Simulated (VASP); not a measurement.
**Al3FeCo2: single point with PBE**

Al3FeCo2:

```xyz
6
Lattice="4.0391 0.0000 0.0000 -2.0196 3.4980 0.0000 0.0000 0.0000 4.9440" Properties=species:S:1:pos:R:3 pbc="T T T"
Al    0.0000    0.0000    0.0000
Al    2.0196    1.1660    1.6531
Al    0.0000    2.3320    3.2909
Fe    0.0000    0.0000    2.4720
Co    0.0000    2.3320    0.8179
Co    2.0196    1.1660    4.1261
```

```yaml
Program: VASP 6.6.1
Task: single point
Functional: PBE
Potentials_or_basis: VASP PAW PBE potentials, release 64 (Al, Fe, Co)
Cutoff: 520 eV
k_mesh: 12 × 12 × 8
Occupations: gaussian, width 0.1 eV
Spin: no spin polarisation
```

```json
{"Pressure": "-0.1 GPa"}
```

Forces in eV/Å, atoms in the order of the input:
```
Al   0.000  0.000  0.000
Al   0.000  0.000  0.000
Al   0.000  0.000  0.000
Fe   0.000  0.000  0.000
Co   0.000  0.000 -0.003
Co   0.000  0.000  0.003
```

Levels at points of the mesh, in eV from the Fermi level:
```
           k point  band 16  band 17  band 18  band 19  band 20  band 21
(0.00, 0.00, 0.00)    -0.22    -0.22    -0.17     3.12     3.12     3.35
(0.50, 0.00, 0.00)    -0.81    -0.64    -0.48     0.41     1.51     1.88
(0.00, 0.00, 0.50)     0.43     0.43     2.86     2.86     2.87     4.09
(0.50, 0.00, 0.50)    -0.66    -0.50    -0.12     0.82     1.63     1.97
```

Wall time 3.1 min on 1 thread of AMD EPYC 9R45 96-Core Processor (Zen 5) (shared host), peak memory 0.33 GiB.

Spin polarisation is off, so any magnetic state and its effect on volume and gap are missing.
